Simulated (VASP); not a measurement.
A run of VASP 6.6.1:

The input POSCAR:

```
InP
1.0
    0.0000000000      2.9092653808      2.9092653808
    2.9092653808      0.0000000000      2.9092653808
    2.9092653808      2.9092653808      0.0000000000
In P
1 1
Direct
    0.0000000000      0.0000000000      0.0000000000
    0.7500000000      0.7500000000      0.7500000000
```

File INCAR.step1:

```
ALGO     = Normal         # electronic algorithm
EDIFF    = 1E-4           # SCF threshold, eV
ENCUT    = 520            # plane-wave cutoff, eV
GGA      = PE             # functional
ISMEAR   = 0              # smearing method
LASPH    = T              # aspherical terms in the spheres
LCHARG   = F              # write CHGCAR
LREAL    = F              # projectors in reciprocal space
LWAVE    = T              # write WAVECAR
NBANDS   = 16             # bands
NELM     = 60             # most SCF steps
PREC     = Accurate       # precision mode
SIGMA    = 0.05           # smearing width, eV
```

The input INCAR.step2:

```
ALGO     = Normal         # electronic algorithm
EDIFF    = 1E-6           # SCF threshold, eV
ENCUT    = 520            # plane-wave cutoff, eV
ISIF     = 2              # what is computed and relaxed
ISMEAR   = 0              # smearing method
ISTART   = 1            
LASPH    = T              # aspherical terms in the spheres
LCHARG   = T              # write CHGCAR
LELF     = T              # ELF
LMIXTAU  = T            
LREAL    = F              # projectors in reciprocal space
LVHAR    = T            
LWAVE    = F              # write WAVECAR
METAGGA  = R2SCAN         # meta-GGA
NBANDS   = 16             # bands
NELM     = 60             # most SCF steps
PREC     = Accurate       # precision mode
SIGMA    = 0.05           # smearing width, eV
```

KPOINTS

```
k-points
0
Gamma
  8 8 8
```

Potentials or basis: VASP PAW PBE potentials, release 64 (In_d, P).

Launch:

```console
$ cat potpaw_PBE.64/In_d/POTCAR potpaw_PBE.64/P/POTCAR > POTCAR
$ cp INCAR.step1 INCAR
$ mpirun -np 1 vasp_std > vasp.out
$ cp INCAR.step2 INCAR
$ mpirun -np 1 vasp_std > vasp.out
```

Hardware: 1 thread of Intel(R) Xeon(R) Platinum 8375C CPU @ 2.90GHz (Ice Lake), on a shared host.

Problem. How long does it take, and how much memory?

Solution. Run time: 51 s on 1 thread of Intel(R) Xeon(R) Platinum 8375C CPU @ 2.90GHz (Ice Lake), with other jobs on the host, peak memory 0.19 GiB. Counts: k points 29.
